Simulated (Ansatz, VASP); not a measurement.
## Si in VASP and in Ansatz

```
Si
1.0
     3.86754    0.00000    0.00000
    -1.93377    3.34938    0.00000
     0.00000    0.00000   19.43730
Si
4
Direct
  0.33333 0.66667 0.20579
  0.00000 0.00000 0.24641
  0.00000 0.00000 0.37487
  0.66667 0.33333 0.40835
```

Alike in both runs: task single point; functional PBE; k mesh 9 × 9 × 1; occupations gaussian, width 0.05 eV; no spin polarisation.

```csv
,VASP,Ansatz
version,VASP 6.6.1,Ansatz 0.2.0
potentials or method,"VASP PAW PBE potentials, release 64 (Si), cutoff 520 eV","scalar-relativistic, plane waves, PAW"
valence electrons in the cell,16,16
```

|  | VASP | Ansatz | Ansatz less VASP |
| --- | --- | --- | --- |
| gap on the k mesh at the Fermi level (eV) | 0.04 | 0.04 | 0.000 |
| least direct gap on the mesh (eV) | 0.04 | 0.04 | 0.000 |
| rms of the force components (eV/Å) | 0.254 | 0.252 | -0.0021 |

Atom by atom the forces differ by 0.003 eV/Å (rms over components).
